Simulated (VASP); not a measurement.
# CuO (Pm) in VASP: further runs

CuO is run at these levels: PBEsol; tasks: single point.

All numbers are computed with VASP 6.6.1; they aren't measurements. Logs are shortened: lines on timing, memory, paths and dates and some standing lists are left out, and cuts for length are marked.

## 1. The cell of the first run

Symmetry: Pm, No. 6, monoclinic system. The conventional cell has a = 2.894 Å, b = 5.092 Å, c = 2.894 Å, α = 90.00°, β = 90.22°, γ = 90.00°. Cu (site symmetry m) has 4 O at 1.94 Å within 2.6 Å. Cu (site symmetry m) has 4 O at 1.78 to 2.08 Å within 2.4 Å. Within 2.4 Å of O (site symmetry 1) lie 4 Cu at 1.78 to 2.08 Å.

## 2. Single point, PBEsol (all Cu atoms moved -0.200 Å, as atom 1 along Cartesian [1 1 0])

The input, INCAR:

```
SYSTEM = CuO
ALGO = Normal
EDIFF = 1E-6
ENCUT = 520
GGA = PS
ISIF = 2
ISMEAR = 0
LASPH = .True.
LCHARG = .False.
LREAL = .False.
LWAVE = .False.
NBANDS = 25
NELM = 100
PREC = Accurate
SIGMA = 0.15
```

The input, KPOINTS:

```
k-points
0
Gamma
  16 16 10
  0 0 0
```

The input, POSCAR:

```
CuO
1.0
    2.0425330993     -2.0503581635      0.0000000000
    2.0425330993      2.0503581635      0.0000000000
    0.0000000000      0.0000000000      5.0922648207
Cu O
2 2
Direct
   -0.0001321217      0.4308939016      0.0000000000
    0.4998678783     -0.0691060984      0.5000000000
    0.5000000000      0.5000000000      0.2500000000
    0.5000000000      0.5000000000      0.7500000000
```

Potentials or basis: VASP PAW PBE potentials, release 64 (Cu, O).

Run with:

```console
$ cat potpaw_PBE.64/Cu/POTCAR potpaw_PBE.64/O/POTCAR > POTCAR
$ mpirun -np 1 vasp_std > vasp.out
```

OUTCAR:

```text
SYSTEM = CuO
   EDIFF = 1E-6
   ENCUT = 520
   GGA = PS
   ISIF = 2
   ISMEAR = 0
   LASPH = .True.
   LREAL = .False.
   NELM = 100
   PREC = Accurate

 ion  position               nearest neighbor table
   1  1.000  0.431  0.000-   3 1.94   4 1.94   3 1.94   4 1.94
   2  0.500  0.931  0.500-   3 1.78   4 1.78   3 2.08   4 2.08
   3  0.500  0.500  0.250-   2 1.78   1 1.94   1 1.94   2 2.08
   4  0.500  0.500  0.750-   2 1.78   1 1.94   1 1.94   2 2.08

  LATTYP: Found a base centered orthorhombic cell.
 ALAT       =     4.0850661986
 B/A-ratio  =     1.0038310587
 C/A-ratio  =     1.2465562547

  Lattice vectors:

 A1 = (   2.0425330993,  -2.0503581635,   0.0000000000)
 A2 = (   2.0425330993,   2.0503581635,   0.0000000000)
 A3 = (   0.0000000000,   0.0000000000,   5.0922648207)

Analysis of symmetry for initial positions (statically):
=====================================================================
 Subroutine PRICEL returns:
 Original cell was already a primitive cell.

 Routine SETGRP: Setting up the symmetry group for a
 base centered orthorhombic supercell.

 Subroutine GETGRP returns: Found  2 space group operations
 (whereof  2 operations were pure point group operations)
 out of a pool of  8 trial point group operations.

The static configuration has the point symmetry C_1h.

Analysis of symmetry for dynamics (positions and initial velocities):
=====================================================================
 Subroutine PRICEL returns:
 Original cell was already a primitive cell.

 Routine SETGRP: Setting up the symmetry group for a
 base centered orthorhombic supercell.

 Subroutine GETGRP returns: Found  2 space group operations
 (whereof  2 operations were pure point group operations)
 out of a pool of  8 trial point group operations.

The dynamic configuration has the point symmetry C_1h.

 Subroutine INISYM returns: Found  2 space group operations
 (whereof  2 operations are pure point group operations),
 and found     1 'primitive' translations

----------------------------------------------------------------------------------------

                                     Primitive cell

  volume of cell :      42.6520

  direct lattice vectors                    reciprocal lattice vectors
     2.042533099 -2.050358163  0.000000000     0.244794075 -0.243859833  0.000000000
     2.042533099  2.050358163  0.000000000     0.244794075  0.243859833  0.000000000
     0.000000000  0.000000000  5.092264821     0.000000000  0.000000000  0.196376276

  length of vectors
     2.894116456  2.894116456  5.092264821     0.345531123  0.345531123  0.196376276

  position of ions in fractional coordinates (direct lattice)
     0.999867878  0.430893902  0.000000000
     0.499867878  0.930893902  0.500000000
     0.500000000  0.500000000  0.250000000
     0.500000000  0.500000000  0.750000000

  ion indices of the primitive-cell ions
   primitive index   ion index
                 1           1
                 2           2
                 3           3
                 4           4

----------------------------------------------------------------------------------------

 KPOINTS: k-points

Automatic generation of k-mesh.
 Grid dimensions read from file:
 generate k-points for:   16   16   10

 Generating k-lattice:

  Cartesian coordinates                     Fractional coordinates (reciprocal lattice)
     0.015299630 -0.015241240  0.000000000     0.062500000  0.000000000  0.000000000
     0.015299630  0.015241240  0.000000000     0.000000000  0.062500000  0.000000000
     0.000000000  0.000000000  0.019637628     0.000000000  0.000000000  0.100000000

  Length of vectors
     0.021595695  0.021595695  0.019637628

  Shift w.r.t. Gamma in fractional coordinates (k-lattice)
     0.000000000  0.000000000  0.000000000

 Subroutine IBZKPT returns following result:
 ===========================================

 Found    780 irreducible k-points:

 Following reciprocal coordinates:
            Coordinates               Weight
  0.000000  0.000000  0.000000      1.000000
  0.062500 -0.000000  0.000000      2.000000
 -0.000000  0.062500  0.000000      2.000000
  0.125000 -0.000000  0.000000      2.000000
 -0.000000  0.125000  0.000000      2.000000
  0.187500 -0.000000  0.000000      2.000000
[... 16 lines left out ...]
  0.250000  0.062500  0.000000      2.000000
  0.062500  0.250000  0.000000      2.000000
 [... further k-points ...]
   k-points           NKPTS =    780   k-points in BZ     NKDIM =    780   number of bands    NBANDS=     25
   number of dos      NEDOS =    301   number of ions     NIONS =      4
   total plane-waves  NPLWV =  23040
   dimension x,y,z NGX =    24 NGY =   24 NGZ =   40
   dimension x,y,z NGXF=    48 NGYF=   48 NGZF=   80
   ions per type =               2   2
   NGX,Y,Z   is equivalent  to a cutoff of  13.79, 13.79, 13.06 a.u.
   NGXF,Y,Z  is equivalent  to a cutoff of  27.57, 27.57, 26.12 a.u.
 SYSTEM =  CuO
   PREC   = accura    normal or accurate (medium, high low for compatibility)
   ISTART =      0    job   : 0-new  1-cont  2-samecut
   ICHARG =      2    charge: 1-file 2-atom 10-const
   ISPIN  =      1    spin polarized calculation?
   LNONCOLLINEAR =      F non collinear calculations
   LSORBIT =      F    spin-orbit coupling
   LASPH  =      T    aspherical Exc in radial PAW
   ENCUT  =  520.0 eV  38.22 Ry    6.18 a.u.   5.38  5.38  9.47*2*pi/ulx,y,z
   NELM   =    100;   NELMIN=  2; NELMDL= -5     # of ELM steps
   EDIFF  = 0.1E-05   stopping-criterion for ELM
   LREAL  =      F    real-space projection
   EDIFFG = 0.1E-04   stopping-criterion for IOM
   NSW    =      0    number of steps for IOM
   IBRION =     -1    ionic relax: 0-MD 1-quasi-New 2-CG
   NFREE  =      0    steps in history (QN), initial steepest desc. (CG)
   ISIF   =      2    stress and relaxation
   ISYM   =      2    0-nonsym 1-usesym 2-fastsym
   POTIM  = 0.5000    time-step for ionic-motion
   TEBEG  =    0.0;   TEEND  =   0.0 temperature during run
   PSTRESS=    0.0 pullay stress
   NELECT =      34.0000    total number of electrons
   NUPDOWN=      -1.0000    fix difference up-down
   EMIN   =  10.00;   EMAX   =-10.00  energy-range for DOS
   EFERMI =   0.00;   METHOD = LEGACY
   ISMEAR =     0;   SIGMA  =   0.15  broadening in eV -4-tet -1-fermi 0-gaus
   EFERMI_NEDOS =   21; number of points for ismear=-14 and -15
   IALGO  =     38    algorithm
   IMIX   =      4    mixing-type and parameters
     AMIX     =   0.40;   BMIX     =  1.00
     AMIX_MAG =   1.60;   BMIX_MAG =  1.00
  volume/ion in A,a.u.               =      10.66        71.96
  Fermi-wavevector in a.u.,A,eV,Ry     =   1.517940  2.868490 31.349743  2.304141
  Thomas-Fermi vector in A             =   2.627128
   LORBIT       =      0    0 simple, 1 ext, 2 COOP (PROOUT), +10 PAW based schemes
   GGA     = PS    functional components
   LHFCALC =     F    Hartree Fock is set to
   AEXX    =    0.0000 exact exchange contribution
   IVDW    =     0    specifies the selected vdW correction
   LEPSILON=     F    determine dielectric tensor
   LRPA    =     F    only Hartree local field effects (RPA)
 non-spin polarized calculation
 Gauss-broadening in eV      SIGMA  =   0.15
  energy-cutoff  :      520.00
  volume of cell :       42.65
 maximum number of plane-waves:      1175
 NGX is ok and might be reduce to    24
   NGX = 11   NGY = 11   NGZ = 19

 number of electron      33.9999981 magnetization

 Free energy of the ion-electron system (eV)
  ---------------------------------------------------
  ext. energy  EPLUGINS =         0.00000000
  ---------------------------------------------------
  free energy    TOTEN  =       -21.07797078 eV

  energy without entropy =      -21.05540250  energy(sigma->0) =      -21.06668664

 E-fermi :   5.1535     XC(G=0): -11.8038

 val. band max:        5.1515782960   @ k =   0.1875   0.0625   0.1000
 cond. band min:       5.1536673294   @ k =  -0.1875   0.0625   0.1000
 fundamental gap:      0.0020890334
 Fermi energy:         5.1534966152

 k-point     1 :       0.0000    0.0000    0.0000
  band No.  band energies     occupation
      1     -14.8617      2.00000
      2     -13.4716      2.00000
      3      -3.3143      2.00000
      4      -0.6458      2.00000
      5      -0.4257      2.00000
      6       0.6515      2.00000
[... 17 lines left out ...]
     24      20.2292      0.00000
     25      20.2696      0.00000

 k-point     2 :       0.0625   -0.0000    0.0000
  band No.  band energies     occupation
      1     -14.8392      2.00000
      2     -13.4639      2.00000
      3      -3.2772      2.00000
      4      -0.6832      2.00000
      5      -0.4074      2.00000
      6       0.6589      2.00000
[... 17 lines left out ...]
     24      20.2643      0.00000
     25      20.2936      0.00000

 k-point     3 :      -0.0000    0.0625    0.0000
  band No.  band energies     occupation
      1     -14.8388      2.00000
      2     -13.4646      2.00000
      3      -3.2770      2.00000
      4      -0.6621      2.00000
      5      -0.4138      2.00000
      6       0.4958      2.00000
[... 17 lines left out ...]
     24      19.9681      0.00000
     25      20.3012      0.00000

 k-point     4 :       0.1250   -0.0000    0.0000
  band No.  band energies     occupation
      1     -14.7745      2.00000
      2     -13.4423      2.00000
      3      -3.1701      2.00000
      4      -0.7659      2.00000
      5      -0.3767      2.00000
      6       0.3581      2.00000
[... 17 lines left out ...]
     24      19.9397      0.00000
     25      20.3271      0.00000

 k-point     5 :      -0.0000    0.1250    0.0000
  band No.  band energies     occupation
      1     -14.7730      2.00000
      2     -13.4451      2.00000
      3      -3.1694      2.00000
      4      -0.7035      2.00000
      5      -0.3796      2.00000
      6       0.0970      2.00000
[... 17 lines left out ...]
     24      20.1204      0.00000
     25      20.3594      0.00000

 k-point     6 :       0.1875   -0.0000    0.0000
  band No.  band energies     occupation
      1     -14.6754      2.00000
      2     -13.4097      2.00000
      3      -3.0048      2.00000
      4      -0.8564      2.00000
      5      -0.3594      2.00000
      6      -0.2595      2.00000
[... 17 lines left out ...]
     24      19.9751      0.00000
     25      20.2700      0.00000
[... 393 lines left out ...]
 k-point    21 :       0.1875    0.0625    0.0000
  band No.  band energies     occupation
      1     -14.6530      2.00000
      2     -13.4033      2.00000
      3      -2.9670      2.00000
      4      -0.8603      2.00000
      5      -0.3563      2.00000
      6      -0.2611      2.00000
[... 17 lines left out ...]
     24      19.3390      0.00000
     25      20.3399      0.00000

 k-point    22 :       0.0625    0.1875    0.0000
  band No.  band energies     occupation
      1     -14.6500      2.00000
      2     -13.4086      2.00000
      3      -2.9675      2.00000
      4      -0.7704      2.00000
      5      -0.4270      2.00000
      6      -0.3238      2.00000
[... 17 lines left out ...]
     24      19.5682      0.00000
     25      20.3822      0.00000

 k-point    23 :       0.2500    0.0625    0.0000
  band No.  band energies     occupation
      1     -14.5325      2.00000
      2     -13.3649      2.00000
      3      -2.7637      2.00000
      4      -0.9300      2.00000
      5      -0.8687      2.00000
      6      -0.3670      2.00000
[... 17 lines left out ...]
     24      19.4778      0.00000
     25      20.0961      0.00000

 k-point    24 :       0.0625    0.2500    0.0000
  band No.  band energies     occupation
      1     -14.5272      2.00000
      2     -13.3741      2.00000
      3      -2.7712      2.00000
      4      -0.9791      2.00000
      5      -0.7965      2.00000
      6      -0.2630      2.00000
[... 17 lines left out ...]
     24      19.5819      0.00000
     25      20.1478      0.00000

 [... further k-points ...]
[... 5 lines left out ...]
  --------------------------------------------------------------------------------------
  -------------------------------------------------------------------------------------
  Total        0.6568416      0.6545101      2.0192775      0.6387813      0.0000000      0.0000000
  in kB       24.6735384     24.5859580     75.8519539     23.9951220      0.0000000      0.0000000
  external PRESSURE =      41.7038168 kB  Pullay stress =       0.0000000 kB

 VOLUME and BASIS-vectors are now :
 -----------------------------------------------------------------------------
  energy-cutoff  :      520.00
  volume of cell :       42.65
      direct lattice vectors                 reciprocal lattice vectors
     2.042533099 -2.050358163  0.000000000     0.244794075 -0.243859833  0.000000000
     2.042533099  2.050358163  0.000000000     0.244794075  0.243859833  0.000000000
     0.000000000  0.000000000  5.092264821     0.000000000  0.000000000  0.196376276

 POSITION                                       TOTAL-FORCE (eV/Angst)
 -----------------------------------------------------------------------------------
      2.92238     -1.16660      0.00000         0.599072      0.604644      0.000000
      2.92238      0.88376      2.54613         2.372184      2.378478      0.000000
      2.04253      0.00000      1.27307        -1.485628     -1.491561     -0.804760
      2.04253      0.00000      3.81920        -1.485628     -1.491561      0.804760
 -----------------------------------------------------------------------------------
    total drift:                               -0.000951     -0.001024     -0.000022

  FREE ENERGIE OF THE ION-ELECTRON SYSTEM (eV)
  ---------------------------------------------------
  free  energy   TOTEN  =       -21.0779707807 eV

  energy  without entropy=      -21.0554025045  energy(sigma->0) =      -21.06668664
```

It took 11 min on 1 thread of Intel Xeon Platinum 8488C (Sapphire Rapids), shared host; peak memory 0.72 GiB.

What came out:

```yaml
Free_energy: -21.0780 eV
Pressure: 4.2 GPa
Largest_force: 3.359 eV/Å
Band_gap_on_the_k_mesh: zero (bands 17 and 18 overlap by 0.97 eV)
```

Forces on the atoms (eV/Å):
```
Cu   0.599  0.605  0.000
Cu   2.372  2.378  0.000
O   -1.486 -1.492 -0.805
O   -1.486 -1.492  0.805
```

Stress tensor (GPa, compression positive):
```
2.47 2.40 0.00
2.40 2.46 0.00
0.00 0.00 7.59
```

Caveat: the cell differs from its parent crystal (all Cu atoms moved -0.200 Å, as atom 1 along Cartesian [1 1 0]); the stress differs along the axes, from 2 to 8 GPa; the PAW data sets were made with another functional, which shifts forces and pressure a little; semilocal functionals often make such compounds metallic where correlation or magnetic order opens a gap, which also shifts bond lengths.

[end of part 1 of 2]
